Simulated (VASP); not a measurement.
Input of a VASP 6.6.1 run:

File INCAR:

```
ALGO = Normal
EDIFF = 1E-6
ENCUT = 520
GGA = PE
ISIF = 2
ISMEAR = 0
ISYM = 0
LASPH = True
LCHARG = False
LREAL = False
LWAVE = False
NBANDS = 29
NELM = 60
PREC = Accurate
SIGMA = 0.1
```

Contents of KPOINTS:

```
k-points
0
Gamma
  9 9 5
```

POSCAR

```
ZrSi2
1.0
    3.8679403904      0.0000000000      0.0000000000
    0.0000000000      3.8679403904      0.0000000000
    0.0000000000     -1.9339701952      6.9916741458
Zr Si
2 4
Direct
    0.2500000000      0.1053392139      0.2106784279
    0.7500000000      0.8946607861      0.7893215721
    0.7500000000      0.5530887125      0.1061774250
    0.2500000000      0.4469112875      0.8938225750
    0.2500000000      0.7497111857      0.4994223714
    0.7500000000      0.2502888143      0.5005776286
```

Potentials or basis: VASP PAW PBE potentials, release 64 (Zr_sv, Si).

Command:

```bash
$ cat potpaw_PBE.64/Zr_sv/POTCAR potpaw_PBE.64/Si/POTCAR > POTCAR
$ mpirun -np 1 vasp_std > vasp.out
```

**Question.** Estimate the band gap on the k mesh.

**Answer.** Zero (bands 20 and 21 overlap by 0.63 eV).

**Question.** Estimate the pressure.

**Answer.** -4.6 GPa.

**Question.** What does it give for the largest force?

**Answer.** 0.631 eV/Å.

Stress tensor (GPa, compression positive):
```
-10.41   0.00   0.00
  0.00  -9.15   0.00
  0.00   0.00   5.66
```

Caveat: the cell stands under tension.
